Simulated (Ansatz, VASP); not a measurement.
**LiNbO3 in VASP and in Ansatz**

```
CELL_PARAMETERS angstrom
3.87417 0.00000 0.00000
0.00000 3.93317 0.00000
0.00000 0.00000 3.93317
ATOMIC_POSITIONS crystal
Li 0.00000 0.00000 0.00000
Nb 0.50000 0.50000 0.50000
O 0.50000 0.50000 0.00000
O 0.50000 0.00000 0.50000
O 0.00000 0.50000 0.50000
```

Change from the starting cell: uniaxial_x strain -1.5%.

Alike in both runs: task single point; functional r2SCAN; k mesh 6 × 6 × 6; no spin polarisation.

|  | VASP | Ansatz |
| --- | --- | --- |
| version | VASP 6.6.1 | Ansatz 0.2.0 |
| potentials or method | VASP PAW PBE potentials, release 64 (Li_sv, Nb_sv, O) | plane waves, PAW |
| plane-wave cutoff (eV) | 520 | 500 |
| occupations | gaussian, width 0.01 eV | fixed |
| valence electrons in the cell | 34 | 34 |

Ansatz gave:

```
gap on the k mesh at the Fermi level (eV) : 2.15
```

Which values does VASP return?

gap on the k mesh at the Fermi level (eV): 2.13.

VASP's potentials were made for PBE, not for r2SCAN.

Noted on VASP's run: the cutoff is under 1.25 times that of the potentials, so the pressure is a little rough.
